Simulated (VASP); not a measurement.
A run of VASP 6.6.1 is set up as follows.

Contents of INCAR:

```
PREC = Accurate
ENCUT = 520
EDIFF = 1E-6
ISMEAR = 0
SIGMA = 0.1
LREAL = False
LASPH = True
NELM = 60
ALGO = Normal
ISIF = 2
LWAVE = False
LCHARG = True
GGA = PE
IVDW = 12
LELF = True
LVHAR = True
NBANDS = 19
```

Contents of KPOINTS:

```
Automatic mesh
0
Gamma
  15 15 8
```

File POSCAR:

```
TiTe2
1.0
    3.6966397500      0.0000000000      0.0000000000
   -1.8483198750      3.2013839321      0.0000000000
    0.0000000000      0.0000000000      6.3859021229
Ti Te
1 2
Direct
    0.0000000000      0.0000000000      0.0000000000
    0.6666666667      0.3333333333      0.2710457411
    0.3333333333      0.6666666667      0.7289542589
```

Potentials or basis: VASP PAW PBE potentials, release 64 (Ti_sv, Te).

The run is started by

```bash
$ cat potpaw_PBE.64/Ti_sv/POTCAR potpaw_PBE.64/Te/POTCAR > POTCAR
$ mpirun -np 1 vasp_std > vasp.out
```

Question: Estimate the band gap on the k mesh.

Answer: Zero (band 12 reaches 8.04 eV, above the bottom of band 13 at 7.23 eV).

Question: Estimate the pressure.

Answer: 0.0 GPa.

Question: Predict the dispersion energy per atom.

Answer: -0.522 eV.

Forces in eV/Å, atoms in the order of the input:
```
Ti   0.000  0.000  0.000
Te   0.000  0.000  0.012
Te   0.000  0.000 -0.012
```

Caveat: spin-orbit coupling is left out, which moves the levels of the heavy elements.
